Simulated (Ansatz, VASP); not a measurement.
# Two plane-wave programs on HfN

```xyz
2
Lattice="3.4332 0.0000 0.0000 -1.7166 2.9732 0.0000 0.0000 0.0000 3.9698" Properties=species:S:1:pos:R:3 pbc="T T T"
Hf    0.0000    0.0000    1.9849
N     0.0000    0.0000    0.0000
```

Alike in both runs: functional PBE-based screened hybrid with a share of 0.25 of exact exchange and HFSCREEN = 0.3; k mesh 5 × 5 × 4; occupations fermi-dirac, width 0.05 eV; no spin polarisation.

```csv
,VASP,Ansatz
version,VASP 6.6.1,Ansatz 0.2.0
potentials or method,"VASP PAW PBE potentials, release 64 (Hf_pv, N)",Ansatz PAW
plane-wave cutoff (eV),520,420
valence electrons in the cell,15,31
task,single point,band structure
```

VASP gave:

| Quantity | Value |
| --- | --- |
| gap on the k mesh at the Fermi level (eV) | none |
| pressure (GPa) | -1.4 |
| traceless stress, the component that is largest in VASP (GPa) | -7.43 |

Estimate Ansatz's values.

gap on the k mesh at the Fermi level (eV): none; pressure (GPa): -0.9; traceless stress, the component that is largest in VASP (GPa): -7.46.

VASP's potentials were made for PBE, not for PBE-based screened hybrid. A gap of «none» marks a metal or a gap that the smearing closes. VASP's potentials hold 15 valence electrons a cell and Ansatz's 31, so a difference there can come from the potentials and not from the codes.

The k mesh is coarse, so the values compare programs but aren't converged. Spin-orbit coupling is off throughout.
